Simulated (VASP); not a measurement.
# K in VASP: further runs, part 2 of 2

VASP 6.6.1. Earlier steps stand in the parts before.

## (3) Single point, r2SCAN+D3(BJ)

This run uses another cell than the first one, of 78.52 Å³/atom, 1.250 times its volume.

File POSCAR:

```
K
1.0
   -2.6975585167      2.6975585167      2.6975585167
    2.6975585167     -2.6975585167      2.6975585167
    2.6975585167      2.6975585167     -2.6975585167
K
1
Direct
    0.0000000000      0.0000000000      0.0000000000
```

File INCAR.step1:

```
PREC = Accurate
ENCUT = 520
ISMEAR = 0
SIGMA = 0.05
LREAL = False
LASPH = True
NELM = 60
NBANDS = 10
GGA = PE
ALGO = Normal
EDIFF = 1E-4
LWAVE = True
LCHARG = False
```

File INCAR.step2:

```
PREC = Accurate
ENCUT = 520
EDIFF = 1E-7
ISMEAR = 0
SIGMA = 0.05
LREAL = False
LASPH = True
NELM = 60
ALGO = Normal
ISIF = 2
LWAVE = False
LCHARG = False
METAGGA = R2SCAN
LMIXTAU = True
IVDW = 12
VDW_S6 = 1.0
VDW_S8 = 0.78981345
VDW_A1 = 0.49484001
VDW_A2 = 5.73083694
NBANDS = 10
ISTART = 1
```

File KPOINTS:

```
regular mesh
0
Gamma
  5 5 5
```

Potentials or basis: VASP PAW PBE potentials, release 64 (K_sv).

The run is started by

```sh
> cat potpaw_PBE.64/K_sv/POTCAR > POTCAR
> cp INCAR.step1 INCAR
> mpirun -np 1 vasp_std > vasp.out
> cp INCAR.step2 INCAR
> mpirun -np 1 vasp_std > vasp.out
```

OUTCAR:

```text
PREC = Accurate
   ENCUT = 520
   EDIFF = 1E-7
   ISMEAR = 0
   LREAL = False
   LASPH = True
   NELM = 60
   ISIF = 2
   METAGGA = R2SCAN
   IVDW = 12
   ISTART = 1
 IVDW          = 12

 ion  position               nearest neighbor table
   1  0.000  0.000  0.000-

  LATTYP: Found a body centered cubic cell.
 ALAT       =     5.3951170334

  Lattice vectors:

 A1 = (  -2.6975585167,   2.6975585167,   2.6975585167)
 A2 = (   2.6975585167,  -2.6975585167,   2.6975585167)
 A3 = (   2.6975585167,   2.6975585167,  -2.6975585167)

Analysis of symmetry for initial positions (statically):
=====================================================================
 Subroutine PRICEL returns:
 Original cell was already a primitive cell.

 Routine SETGRP: Setting up the symmetry group for a
 body centered cubic supercell.

 Subroutine GETGRP returns: Found 48 space group operations
 (whereof 48 operations were pure point group operations)
 out of a pool of 48 trial point group operations.

The static configuration has the point symmetry O_h .

Analysis of symmetry for dynamics (positions and initial velocities):
=====================================================================
 Subroutine PRICEL returns:
 Original cell was already a primitive cell.

 Routine SETGRP: Setting up the symmetry group for a
 body centered cubic supercell.

 Subroutine GETGRP returns: Found 48 space group operations
 (whereof 48 operations were pure point group operations)
 out of a pool of 48 trial point group operations.

The dynamic configuration has the point symmetry O_h .

 Subroutine INISYM returns: Found 48 space group operations
 (whereof 48 operations are pure point group operations),
 and found     1 'primitive' translations

----------------------------------------------------------------------------------------

                                     Primitive cell

  volume of cell :      78.5186
[... 95 lines left out ...]
  Thomas-Fermi vector in A             =   1.901529
   LORBIT       =      0    0 simple, 1 ext, 2 COOP (PROOUT), +10 PAW based schemes
   METAGGA = R2SCAN    functional components
   LHFCALC =     F    Hartree Fock is set to
   AEXX    =    0.0000 exact exchange contribution
   IVDW    =    12    specifies the selected vdW correction
   LEPSILON=     F    determine dielectric tensor
   LRPA    =     F    only Hartree local field effects (RPA)
 non-spin polarized calculation
 Gauss-broadening in eV      SIGMA  =   0.05
  energy-cutoff  :      520.00
  volume of cell :       78.52
 maximum number of plane-waves:      2131
   NGX = 17   NGY = 17   NGZ = 17

 number of electron       8.9999999 magnetization

 Free energy of the ion-electron system (eV)
  ---------------------------------------------------
  ext. energy  EPLUGINS =         0.00000000
  ---------------------------------------------------
  free energy    TOTEN  =        -6.00941527 eV

  energy without entropy =       -6.00460888  energy(sigma->0) =       -6.00701207

 E-fermi :  -0.1388     XC(G=0):  -5.7441

 val. band max:       -0.5396008822   @ k =   0.4000   0.0000   0.0000
 cond. band min:      -0.1215129106   @ k =  -0.4000   0.4000   0.2000
 fundamental gap:      0.4180879716
 Fermi energy:        -0.1387937664

 k-point     1 :       0.0000    0.0000    0.0000
  band No.  band energies     occupation
      1     -33.9026      2.00000
      2     -16.5776      2.00000
      3     -16.5776      2.00000
      4     -16.5776      2.00000
      5      -2.4146      2.00000
      6       4.4839      0.00000
      7       4.4839      0.00000
      8       4.4839      0.00000
      9       5.4078      0.00000
     10       5.4078      0.00000
[... 105 lines left out ...]
 k-point    10 :      -0.4000    0.4000    0.4000
  band No.  band energies     occupation
      1     -33.8975      2.00000
      2     -16.6163      2.00000
      3     -16.6131      2.00000
      4     -16.6131      2.00000
      5       0.9293      0.00000
      6       1.8175      0.00000
      7       3.3833      0.00000
      8       3.3833      0.00000
      9       3.6325      0.00000
     10       6.2852      0.00000

------------------------ aborting loop because EDIFF is reached ----------------------------------------

 Edisp (eV)   -0.04892

 E8    (eV) :    -0.0212

  FORCE on cell =-STRESS in cart. coord.  units (eV):
  Direction    XX          YY          ZZ          XY          YZ          ZX
  --------------------------------------------------------------------------------------
  -------------------------------------------------------------------------------------
  Total      -0.09967    -0.09967    -0.09967     0.00000     0.00000    -0.00000
  in kB      -2.03382    -2.03382    -2.03382     0.00000     0.00000    -0.00000
  external pressure =       -2.03 kB  Pullay stress =        0.00 kB

 VOLUME and BASIS-vectors are now :
 -----------------------------------------------------------------------------
  energy-cutoff  :      520.00
  volume of cell :       78.52
      direct lattice vectors                 reciprocal lattice vectors
    -2.697558517  2.697558517  2.697558517     0.000000000  0.185352791  0.185352791
     2.697558517 -2.697558517  2.697558517     0.185352791  0.000000000  0.185352791
     2.697558517  2.697558517 -2.697558517     0.185352791  0.185352791  0.000000000

 POSITION                                       TOTAL-FORCE (eV/Angst)
 -----------------------------------------------------------------------------------
      0.00000      0.00000      0.00000        -0.000000      0.000000     -0.000000
 -----------------------------------------------------------------------------------
    total drift:                               -0.000000      0.000000      0.000000

  FREE ENERGIE OF THE ION-ELECTRON SYSTEM (eV)
  ---------------------------------------------------
  free  energy   TOTEN  =        -6.0583357180 eV

  energy  without entropy=       -6.0535293247  energy(sigma->0) =       -6.05593252
```

Run time: 62 s. Hardware: 1 thread of Intel Xeon Platinum 8259CL at 2.50GHz (Skylake/Cascade Lake), shared host; peak memory 0.21 GiB.

What came out:

- Free energy: -6.0583 eV
- Pressure: -0.2 GPa
- Dispersion energy per atom: -0.049 eV

Caveat: the PAW data sets were made with another functional, which shifts forces and pressure a little; pairwise dispersion overbinds metals, which lowers pressure and volume.

## (4) Single point, PBEsol+D3(BJ) (the cell strained at random)

File INCAR:

```
PREC = Accurate
ENCUT = 520
EDIFF = 1E-6
ISMEAR = 1
SIGMA = 0.1
LREAL = False
LASPH = True
NELM = 60
ALGO = Normal
ISIF = 2
LWAVE = False
LCHARG = True
GGA = PS
IVDW = 12
LELF = True
LVHAR = True
NBANDS = 10
```

File KPOINTS:

```
regular mesh
0
Gamma
  5 6 5
```

File POSCAR:

```
K
1.0
   -2.6871970000      2.6965760000      2.6774380000
    2.6840370000     -2.6797820000      2.6574850000
    2.7391460000      2.7317310000     -2.6606450000
K
1
Direct
    0.0000000000      0.0000000000      0.0000000000
```

Potentials or basis: VASP PAW PBE potentials, release 64 (K_sv).

The run is started by

```sh
> cat potpaw_PBE.64/K_sv/POTCAR > POTCAR
> mpirun -np 1 vasp_std > vasp.out
```

OUTCAR:

```text
PREC = Accurate
   ENCUT = 520
   EDIFF = 1E-6
   ISMEAR = 1
   LREAL = False
   LASPH = True
   NELM = 60
   ISIF = 2
   GGA = PS
   IVDW = 12
 IVDW          = 12

 ion  position               nearest neighbor table
   1  0.000  0.000  0.000-

  LATTYP: Found a triclinic cell.
 ALAT       =     7.6349439691
 B/A-ratio  =     0.6095869251
 C/A-ratio  =     1.0146298414
 COS(alpha) =     0.0028199277
 COS(beta)  =     0.5102805477
 COS(gamma) =     0.8127622678

  Lattice vectors:

[... 492 lines left out ...]
      9       5.2752      0.00000
     10       5.3527      0.00000

 [... further k-points ...]

------------------------ aborting loop because EDIFF is reached ----------------------------------------

 Edisp (eV)   -0.11627

 E8    (eV) :    -0.0871

  FORCE on cell =-STRESS in cart. coord.  units (eV):
  Direction    XX          YY          ZZ          XY          YZ          ZX
  --------------------------------------------------------------------------------------
  -------------------------------------------------------------------------------------
  Total      -0.23381    -0.33749    -0.23878    -0.04148    -0.02020    -0.06628
  in kB      -4.77099    -6.88653    -4.87231    -0.84639    -0.41220    -1.35247
  external pressure =       -5.51 kB  Pullay stress =        0.00 kB

 VOLUME and BASIS-vectors are now :
 -----------------------------------------------------------------------------
  energy-cutoff  :      520.00
  volume of cell :       78.52
      direct lattice vectors                 reciprocal lattice vectors
    -2.687197000  2.696576000  2.677438000    -0.001650380  0.183657209  0.186865011
     2.684037000 -2.679782000  2.657485000     0.184525319 -0.002346149  0.187560814
     2.739146000  2.731731000 -2.660645000     0.182645364  0.182473022 -0.000466228

 POSITION                                       TOTAL-FORCE (eV/Angst)
 -----------------------------------------------------------------------------------
      0.00000      0.00000      0.00000         0.000000     -0.000000      0.000000
 -----------------------------------------------------------------------------------
    total drift:                               -0.000000      0.000000      0.000000

  FREE ENERGIE OF THE ION-ELECTRON SYSTEM (eV)
  ---------------------------------------------------
  free  energy   TOTEN  =        -1.2420544513 eV

  energy  without entropy=       -1.2408953666  energy(sigma->0) =       -1.24166809
```

It took 44 s on 1 thread of Intel Xeon Platinum 8259CL at 2.50GHz (Skylake/Cascade Lake), shared host; peak memory 0.23 GiB.

Results:

```yaml
Free_energy: -1.2421 eV
Pressure: -0.6 GPa
Dispersion_energy_per_atom: -0.116 eV
```

Levels at points of the mesh, in eV from the Fermi level:
| k point | band 1 | band 2 | band 3 | band 4 | band 5 | band 6 | band 7 | band 8 | band 9 |
| --- | --- | --- | --- | --- | --- | --- | --- | --- | --- |
| (0.00, 0.00, 0.00) | -32.03 | -15.55 | -15.55 | -15.55 | -2.06 | 4.17 | 4.23 | 4.31 | 5.07 |
| (0.00, 0.50, 0.00) | -32.03 | -15.60 | -15.57 | -15.55 | 0.47 | 0.68 | 3.11 | 4.75 | 5.64 |

Caveat: the cell differs from its parent crystal (the cell strained at random); three body term missing; the PAW data sets were made with another functional, which shifts forces and pressure a little; pairwise dispersion overbinds metals, which lowers pressure and volume.

## (5) Overview

```csv
level,cell,k mesh,smearing,gap on the mesh (eV),pressure (GPa)
PBE,"a = 4.337 Å, angles 109.5°, 1 atom",7 × 7 × 7,fermi-dirac 0.1 eV,none,0.8
r2SCAN+D3(BJ),"a = 4.672 Å, angles 109.5°, 1 atom",5 × 5 × 5,gaussian 0.05 eV,none,-0.2
PBEsol+D3(BJ),"a = 4.654, b = 4.631, c = 4.695 Å, angles 108.9, 109.0, 109.9°, 1 atom",5 × 6 × 5,methfessel-paxton 0.1 eV,none,-0.6
```

Alike in all rows: task single point; potentials or basis VASP PAW PBE potentials, release 64 (K_sv); no spin polarisation; cutoff (eV) 520.

Caveats: the PAW data sets were made with another functional, which shifts forces and pressure a little (some runs); pairwise dispersion overbinds metals, which lowers pressure and volume (some runs); three body term missing (some runs).

Absolute energies hang on the potentials; compare differences alone.
